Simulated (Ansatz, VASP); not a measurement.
**AlN: VASP beside Ansatz**

```
CELL_PARAMETERS angstrom
3.40050 0.00000 0.00000
-1.70025 2.94492 0.00000
0.00000 0.00000 3.97440
ATOMIC_POSITIONS crystal
Al 0.33333 0.66667 0.75000
Al 0.66667 0.33333 0.25000
N 0.33333 0.66667 0.25000
N 0.66667 0.33333 0.75000
```

Alike in both runs: task single point; functional PBEsol; k mesh 9 × 9 × 6; occupations gaussian, width 0.05 eV; no spin polarisation.

|  | VASP | Ansatz |
| --- | --- | --- |
| version | VASP 6.6.1 | Ansatz 0.2.0 |
| potentials or method | VASP PAW PBE potentials, release 64 (Al, N), cutoff 520 eV | scalar-relativistic, plane waves, PAW |
| valence electrons in the cell | 16 | 16 |

|  | VASP | Ansatz | Ansatz less VASP |
| --- | --- | --- | --- |
| gap on the k mesh at the Fermi level (eV) | 3.42 | 3.40 | -0.010 |
| least direct gap on the mesh (eV) | 3.42 | 3.40 | -0.010 |
| pressure (GPa) | -3.6 | -3.6 | 0.00 |
| traceless stress, the component that is largest in VASP (GPa) | 9.95 | 9.83 | -0.119 |

VASP's potentials were made for PBE, not for PBEsol, and Ansatz warns of the same on its side.
